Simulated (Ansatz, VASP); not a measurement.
Tc in VASP and in Ansatz

Contents of INCAR:

```
SYSTEM = Tc
PREC     = Accurate       ! precision mode
ENCUT    = 520            ! plane-wave cutoff, eV
EDIFF    = 1E-6           ! SCF threshold, eV
ISMEAR   = -1             ! smearing method
SIGMA    = 0.03           ! smearing width, eV
LREAL    = .False.        ! projectors in reciprocal space
LASPH    = .True.         ! aspherical terms in the spheres
NELM     = 60             ! most SCF steps
ALGO     = Normal         ! electronic algorithm
ISIF     = 2              ! what is computed and relaxed
LWAVE    = .False.        ! write WAVECAR
LCHARG   = .False.        ! write CHGCAR
GGA      = PE             ! functional
NBANDS   = 12             ! bands
```

Contents of KPOINTS:

```
regular mesh
0
Gamma
  18 18 18
  0 0 0
```

Contents of POSCAR:

```
Tc
1.0
    0.0780000000      1.9890000000      1.9890000000
    1.9890000000      0.0780000000      1.9890000000
    1.9890000000      1.9890000000      0.0780000000
Tc
1
Direct
    0.0000000000      0.0000000000      0.0000000000
```

Input for Ansatz:

```yaml
crystal:
  lattice:
    - [0.078, 1.989, 1.989]
    - [1.989, 0.078, 1.989]
    - [1.989, 1.989, 0.078]
  atoms:
    - { symbol: Tc, position: [0.0, 0.0, 0.0] }
kpoints:
  mp_grid: { grid: [18, 18, 18] }
scf:
  occupations: { method: fermi_dirac, width: 0.03 }
hamiltonian:
  xc: pbe
  pseudopotentials: { kind: all_electron, lapw: { basis_error: 0.00025 } }
output:
  forces: true
  stress: true
  eigenvalues: true
```

Change from the starting cell: equal xy, yz and zx shear strains of +4 %.

Alike in both runs: task single point; functional PBE; k mesh 18 × 18 × 18; occupations fermi-dirac, width 0.03 eV; no spin polarisation.

|  | VASP | Ansatz |
| --- | --- | --- |
| version | VASP 6.6.1 | Ansatz 0.2.0 |
| potentials or method | VASP PAW PBE potentials, release 64 (Tc_pv), cutoff 520 eV | all-electron LAPW, scalar-relativistic |

```csv
,VASP,Ansatz,Ansatz less VASP
pressure (GPa),-5.6,-5.0,+0.67
"traceless stress, the component that is largest in VASP (GPa)",-6.37,-6.41,-0.042
```

Ansatz ran all-electron here, and VASP with PAW potentials.
